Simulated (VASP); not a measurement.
# Al6H in VASP: a series of runs

The runs below take Al6H through single point, with PBE.

Everything below comes from runs of VASP 6.6.1. Logs are shortened: lines on timing, memory, paths and dates and some standing lists are left out, and cuts for length are marked.

### 1 The cell of the first run

The cell holds a slab with vacuum, 14 atoms: a = 5.714 Å, b = 5.714 Å, c = 22.175 Å, α = 90.00°, β = 90.00°, γ = 90.00°.

### 2 Single point, PBE

The input, INCAR:

```
PREC = Accurate ; ENCUT = 520
EDIFF = 1E-6 ; ISMEAR = 0
SIGMA = 0.1 ; LREAL = F
LASPH = T ; NELM = 60
ALGO = Normal ; ISIF = 2
LWAVE = F ; LCHARG = F
LDIPOL = T ; IDIPOL = 3
DIPOL = 0.5 0.5 0.293 ; GGA = PE
NBANDS = 32
```

The input, KPOINTS:

```
Automatic mesh
0
Gamma
  5 5 1
```

The input, POSCAR:

```
Al6H
1.0
    5.7135165837      0.0000000000      0.0000000000
    0.0000000000      5.7135165837      0.0000000000
    0.0000000000      0.0000000000     22.1746954375
Al H
12 2
Direct
    0.2500000000      0.2500000000      0.1803857921
    0.2500000000      0.7500000000      0.1803857921
    0.7500000000      0.2500000000      0.1803857921
    0.7500000000      0.7500000000      0.1803857921
    0.0000000000      0.0000000000      0.2744050924
    0.0000000000      0.5000000000      0.2744050924
    0.5000000000      0.0000000000      0.2744050924
    0.5000000000      0.5000000000      0.2744050924
    0.2500000000      0.2500000000      0.3686497278
    0.2500000000      0.7500000000      0.3686497278
    0.7500000000      0.2500000000      0.3686497278
    0.7500000000      0.7500000000      0.3686497278
    0.0000000000     -0.1033514109      0.4033739928
    0.0000000000      0.1033514109      0.4033739928
```

Potentials or basis: VASP PAW PBE potentials, release 64 (Al, H).

The run is started by

```console
cat potpaw_PBE.64/Al/POTCAR potpaw_PBE.64/H/POTCAR > POTCAR
mpirun -np 1 vasp_std > vasp.out
```

OUTCAR:

```text
PREC = Accurate
   ENCUT = 520
   EDIFF = 1E-6
   ISMEAR = 0
   LREAL = F
   LASPH = T
   NELM = 60
   ISIF = 2
   GGA = PE

 ion  position               nearest neighbor table
   1  0.250  0.250  0.180-   2 2.86   3 2.86   2 2.86   3 2.86   7 2.90   8 2.90   5 2.90   6 2.90

   2  0.250  0.750  0.180-   1 2.86   4 2.86   1 2.86   4 2.86   7 2.90   8 2.90   5 2.90   6 2.90

   3  0.750  0.250  0.180-   1 2.86   4 2.86   4 2.86   1 2.86   7 2.90   8 2.90   5 2.90   6 2.90
[... 4 lines left out ...]
                            11 2.91  12 2.91   9 2.91  10 2.91
   6  0.000  0.500  0.274-   5 2.86   8 2.86   5 2.86   8 2.86   1 2.90   2 2.90   3 2.90   4 2.90
                            11 2.91  12 2.91   9 2.91  10 2.91
   7  0.500  0.000  0.274-   5 2.86   8 2.86   8 2.86   5 2.86   1 2.90   2 2.90   3 2.90   4 2.90
                            11 2.91  12 2.91   9 2.91  10 2.91
   8  0.500  0.500  0.274-   6 2.86   7 2.86   7 2.86   6 2.86   1 2.90   2 2.90   3 2.90   4 2.90
                            11 2.91  12 2.91   9 2.91  10 2.91
   9  0.250  0.250  0.369-  14 1.83  11 2.86  10 2.86  10 2.86  11 2.86   6 2.91   7 2.91   8 2.91
                             5 2.91
  10  0.250  0.750  0.369-  13 1.83  12 2.86   9 2.86   9 2.86  12 2.86   6 2.91   7 2.91   8 2.91
                             5 2.91
  11  0.750  0.250  0.369-  14 1.83  12 2.86   9 2.86  12 2.86   9 2.86   6 2.91   7 2.91   8 2.91
                             5 2.91
  12  0.750  0.750  0.369-  13 1.83  11 2.86  10 2.86  11 2.86  10 2.86   6 2.91   7 2.91   8 2.91
                             5 2.91
  13  0.000  0.897  0.403-  10 1.83  12 1.83
  14  0.000  0.103  0.403-   9 1.83  11 1.83

  LATTYP: Found a simple tetragonal cell.
 ALAT       =     5.7135165837
 C/A-ratio  =     3.8810940885

  Lattice vectors:

 A1 = (   5.7135165837,   0.0000000000,   0.0000000000)
 A2 = (   0.0000000000,   5.7135165837,   0.0000000000)
 A3 = (   0.0000000000,   0.0000000000,  22.1746954375)

Analysis of symmetry for initial positions (statically):
=====================================================================
 Subroutine PRICEL returns:
 Original cell was already a primitive cell.

 Routine SETGRP: Setting up the symmetry group for a
 simple tetragonal supercell.

 Subroutine GETGRP returns: Found  4 space group operations
 (whereof  4 operations were pure point group operations)
 out of a pool of 16 trial point group operations.

The static configuration has the point symmetry C_2v.

Analysis of symmetry for dynamics (positions and initial velocities):
=====================================================================
 Subroutine PRICEL returns:
 Original cell was already a primitive cell.

 Routine SETGRP: Setting up the symmetry group for a
 simple tetragonal supercell.

 Subroutine GETGRP returns: Found  4 space group operations
 (whereof  4 operations were pure point group operations)
 out of a pool of 16 trial point group operations.

The dynamic configuration has the point symmetry C_2v.

 Subroutine INISYM returns: Found  4 space group operations
 (whereof  4 operations are pure point group operations),
 and found     1 'primitive' translations

----------------------------------------------------------------------------------------

                                     Primitive cell

  volume of cell :     723.8768

  direct lattice vectors                    reciprocal lattice vectors
     5.713516584  0.000000000  0.000000000     0.175023558  0.000000000  0.000000000
     0.000000000  5.713516584  0.000000000     0.000000000  0.175023558  0.000000000
     0.000000000  0.000000000 22.174695437     0.000000000  0.000000000  0.045096448

  length of vectors
     5.713516584  5.713516584 22.174695437     0.175023558  0.175023558  0.045096448

  position of ions in fractional coordinates (direct lattice)
     0.250000000  0.250000000  0.180385792
     0.250000000  0.750000000  0.180385792
     0.750000000  0.250000000  0.180385792
     0.750000000  0.750000000  0.180385792
     0.000000000  0.000000000  0.274405092
     0.000000000  0.500000000  0.274405092
     0.500000000  0.000000000  0.274405092
     0.500000000  0.500000000  0.274405092
     0.250000000  0.250000000  0.368649728
     0.250000000  0.750000000  0.368649728
     0.750000000  0.250000000  0.368649728
[... 43 lines left out ...]
 ===========================================

 Found      9 irreducible k-points:

 Following reciprocal coordinates:
            Coordinates               Weight
  0.000000  0.000000  0.000000      1.000000
  0.200000  0.000000  0.000000      2.000000
  0.000000  0.200000  0.000000      2.000000
  0.400000  0.000000  0.000000      2.000000
  0.000000  0.400000  0.000000      2.000000
  0.200000  0.200000  0.000000      4.000000
  0.400000  0.200000  0.000000      4.000000
 -0.200000  0.400000  0.000000      4.000000
  0.400000  0.400000  0.000000      4.000000
   k-points           NKPTS =      9   k-points in BZ     NKDIM =      9   number of bands    NBANDS=     32
   number of dos      NEDOS =    301   number of ions     NIONS =     14
   total plane-waves  NPLWV = 296352
   dimension x,y,z NGX =    42 NGY =   42 NGZ =  168
   dimension x,y,z NGXF=    84 NGYF=   84 NGZF=  336
   ions per type =              12   2
   NGX,Y,Z   is equivalent  to a cutoff of  12.22, 12.22, 12.60 a.u.
   NGXF,Y,Z  is equivalent  to a cutoff of  24.44, 24.44, 25.19 a.u.
 SYSTEM =  unknown system
   PREC   = accura    normal or accurate (medium, high low for compatibility)
   ISTART =      0    job   : 0-new  1-cont  2-samecut
   ICHARG =      2    charge: 1-file 2-atom 10-const
   ISPIN  =      1    spin polarized calculation?
   LNONCOLLINEAR =      F non collinear calculations
   LSORBIT =      F    spin-orbit coupling
   LASPH  =      T    aspherical Exc in radial PAW
   ENCUT  =  520.0 eV  38.22 Ry    6.18 a.u.  10.62 10.62 41.23*2*pi/ulx,y,z
   NELM   =     60;   NELMIN=  2; NELMDL= -5     # of ELM steps
   EDIFF  = 0.1E-05   stopping-criterion for ELM
   LREAL  =      F    real-space projection
   EDIFFG = 0.1E-04   stopping-criterion for IOM
   NSW    =      0    number of steps for IOM
   IBRION =     -1    ionic relax: 0-MD 1-quasi-New 2-CG
   NFREE  =      0    steps in history (QN), initial steepest desc. (CG)
   ISIF   =      2    stress and relaxation
   ISYM   =      2    0-nonsym 1-usesym 2-fastsym
   POTIM  = 0.5000    time-step for ionic-motion
   TEBEG  =    0.0;   TEEND  =   0.0 temperature during run
   PSTRESS=    0.0 pullay stress
   NELECT =      38.0000    total number of electrons
   NUPDOWN=      -1.0000    fix difference up-down
   EMIN   =  10.00;   EMAX   =-10.00  energy-range for DOS
   EFERMI =   0.00;   METHOD = LEGACY
   ISMEAR =     0;   SIGMA  =   0.10  broadening in eV -4-tet -1-fermi 0-gaus
   EFERMI_NEDOS =   21; number of points for ismear=-14 and -15
   IALGO  =     38    algorithm
   IMIX   =      4    mixing-type and parameters
     AMIX     =   0.40;   BMIX     =  1.00
     AMIX_MAG =   1.60;   BMIX_MAG =  1.00
  volume/ion in A,a.u.               =      51.71       348.93
  Fermi-wavevector in a.u.,A,eV,Ry     =   0.612982  1.158368  5.112350  0.375747
  Thomas-Fermi vector in A             =   1.669467
   LORBIT       =      0    0 simple, 1 ext, 2 COOP (PROOUT), +10 PAW based schemes
   GGA     = PE    functional components
   LHFCALC =     F    Hartree Fock is set to
   AEXX    =    0.0000 exact exchange contribution
   IVDW    =     0    specifies the selected vdW correction
   LEPSILON=     F    determine dielectric tensor
   LRPA    =     F    only Hartree local field effects (RPA)
 non-spin polarized calculation
 Gauss-broadening in eV      SIGMA  =   0.10
  energy-cutoff  :      520.00
  volume of cell :      723.88
 maximum number of plane-waves:     19525
   NGX = 21   NGY = 21   NGZ = 83

 dipolmoment           0.000000      0.000000      0.113054 electrons x Angstroem

 number of electron      37.9999999 magnetization

 dipolmoment           0.000000      0.000000     -0.037195 electrons x Angstroem

 Free energy of the ion-electron system (eV)
  ---------------------------------------------------
  ext. energy  EPLUGINS =         0.00000000
  ---------------------------------------------------
  free energy    TOTEN  =       -47.07161007 eV

  energy without entropy =      -47.05353820  energy(sigma->0) =      -47.06257413

 E-fermi :  -0.8198     XC(G=0):  -3.7605

 val. band max:       -0.8780574055   @ k =   0.4000   0.4000   0.0000
 cond. band min:      -0.8104053249   @ k =   0.2000   0.2000   0.0000
 fundamental gap:      0.0676520806
 Fermi energy:        -0.8197649118

 k-point     1 :       0.0000    0.0000    0.0000
  band No.  band energies     occupation
      1     -11.3511      2.00000
      2      -9.9654      2.00000
      3      -7.8057      2.00000
      4      -6.7831      2.00000
      5      -6.6091      2.00000
      6      -6.4841      2.00000
[... 295 lines left out ...]
     30       2.4116      0.00000
     31       2.4780      0.00000
 [bands above 31 left out]

------------------------ aborting loop because EDIFF is reached ----------------------------------------

 vacuum level on the upper side and lower side of the slab       (xc-potential included)        -0.114         0.090

  FORCE on cell =-STRESS in cart. coord.  units (eV):
  Direction    XX          YY          ZZ          XY          YZ          ZX
  --------------------------------------------------------------------------------------
  -------------------------------------------------------------------------------------
  Total       -6.4737435     -6.4897183      1.2627551      0.0000000      0.0000000      0.0000000
  in kB      -14.3285228    -14.3638804      2.7948921      0.0000000      0.0000000      0.0000000
  external PRESSURE =      -8.6325037 kB  Pullay stress =       0.0000000 kB

 VOLUME and BASIS-vectors are now :
 -----------------------------------------------------------------------------
  energy-cutoff  :      520.00
  volume of cell :      723.88
      direct lattice vectors                 reciprocal lattice vectors
     5.713516584  0.000000000  0.000000000     0.175023558  0.000000000  0.000000000
     0.000000000  5.713516584  0.000000000     0.000000000  0.175023558  0.000000000
     0.000000000  0.000000000 22.174695437     0.000000000  0.000000000  0.045096448

 POSITION                                       TOTAL-FORCE (eV/Angst)
 -----------------------------------------------------------------------------------
      1.42838      1.42838      4.00000        -0.052444     -0.050878     -0.009510
      1.42838      4.28514      4.00000        -0.052444      0.050878     -0.009510
      4.28514      1.42838      4.00000         0.052444     -0.050878     -0.009510
      4.28514      4.28514      4.00000         0.052444      0.050878     -0.009510
      0.00000      0.00000      6.08485        -0.000000     -0.000000     -0.128120
      0.00000      2.85676      6.08485        -0.000000     -0.000000      0.014731
      2.85676      0.00000      6.08485        -0.000000     -0.000000     -0.029919
      2.85676      2.85676      6.08485        -0.000000     -0.000000     -0.086961
      1.42838      1.42838      8.17470         0.435353      0.431580     -0.145447
      1.42838      4.28514      8.17470         0.435353     -0.431580     -0.145447
      4.28514      1.42838      8.17470        -0.435353      0.431580     -0.145447
      4.28514      4.28514      8.17470        -0.435353     -0.431580     -0.145447
      0.00000      5.12302      8.94470        -0.000000     -0.884454      0.425050
      0.00000      0.59050      8.94470         0.000000      0.884454      0.425050
 -----------------------------------------------------------------------------------
    total drift:                                0.000000      0.000000      0.000125

  FREE ENERGIE OF THE ION-ELECTRON SYSTEM (eV)
  ---------------------------------------------------
  free  energy   TOTEN  =       -47.0716100669 eV

  energy  without entropy=      -47.0535382016  energy(sigma->0) =      -47.06257413

 vacuum level on the upper side and lower side of the slab         3.356         3.564
```

Run time: 12 min. Hardware: 1 thread of Intel Xeon 8259CL, shared host; peak memory 0.68 GiB.

What came out:

| Property | Result |
| --- | --- |
| Free energy | -47.0716 eV |
| Largest force | 0.981 eV/Å |
| Band gap on the k mesh | zero (bands 19 and 20 overlap by 0.76 eV) |

Forces in eV/Å, atoms in the order of the input:
```
Al  -0.052 -0.051 -0.010
Al  -0.052  0.051 -0.010
Al   0.052 -0.051 -0.010
Al   0.052  0.051 -0.010
Al   0.000  0.000 -0.128
Al   0.000  0.000  0.015
Al   0.000  0.000 -0.030
Al   0.000  0.000 -0.087
Al   0.435  0.432 -0.145
Al   0.435 -0.432 -0.145
Al  -0.435  0.432 -0.145
Al  -0.435 -0.432 -0.145
H    0.000 -0.884  0.425
H    0.000  0.884  0.425
```

### 3 Single point, PBE

The input, INCAR:

```
PREC = Accurate ; ENCUT = 520
EDIFF = 1E-6 ; ISMEAR = 0
SIGMA = 0.1 ; LREAL = False
LASPH = True ; NELM = 80
ALGO = Normal ; ISIF = 2
LWAVE = False ; LCHARG = True
LDIPOL = True ; IDIPOL = 3
DIPOL = 0.5 0.5 0.297 ; GGA = PE
LELF = True ; LVHAR = True
LVACPOTAV = True ; NBANDS = 32
```

The input, KPOINTS:

```
regular mesh
0
Gamma
  5 5 1
```

Changes to POSCAR since step 2:

```diff
@@ -20,3 +20,3 @@
     0.7500000000      0.7500000000      0.3686497278
-    0.0000000000     -0.1033514109      0.4033739928
-    0.0000000000      0.1033514109      0.4033739928
+    0.0000000000     -0.1033514109      0.4322357195
+    0.0000000000      0.1033514109      0.4322357195
```

Potentials or basis: VASP PAW PBE potentials, release 64 (Al, H).

The run is started by

```console
cat potpaw_PBE.64/Al/POTCAR potpaw_PBE.64/H/POTCAR > POTCAR
mpirun -np 1 vasp_std > vasp.out
```

Wall time 11 min (1 thread of Intel Xeon 8259CL, shared host); peak memory 0.7 GiB.

It converged, with:

- Free energy: -46.9394 eV
- Largest force: 0.749 eV/Å
- Band gap on the k mesh: zero (bands 19 and 20 overlap by 0.89 eV)

Forces on the atoms (eV/Å):
```
Al  -0.016  0.006  0.053
Al  -0.016 -0.006  0.053
Al   0.016  0.006  0.053
Al   0.016 -0.006  0.053
Al   0.000  0.000  0.203
Al   0.000  0.000  0.029
Al   0.000  0.000 -0.068
Al   0.000  0.000 -0.018
Al   0.113  0.175  0.134
Al   0.113 -0.175  0.134
Al  -0.113  0.175  0.134
Al  -0.113 -0.175  0.134
H    0.000  0.602 -0.446
H    0.000 -0.602 -0.446
```

Levels at points of the mesh, in eV from the Fermi level:
```
           k point  band 17  band 18  band 19  band 20  band 21  band 22
(0.00, 0.00, 0.00)    -0.97    -0.78    -0.42    -0.20    -0.11    -0.07
```
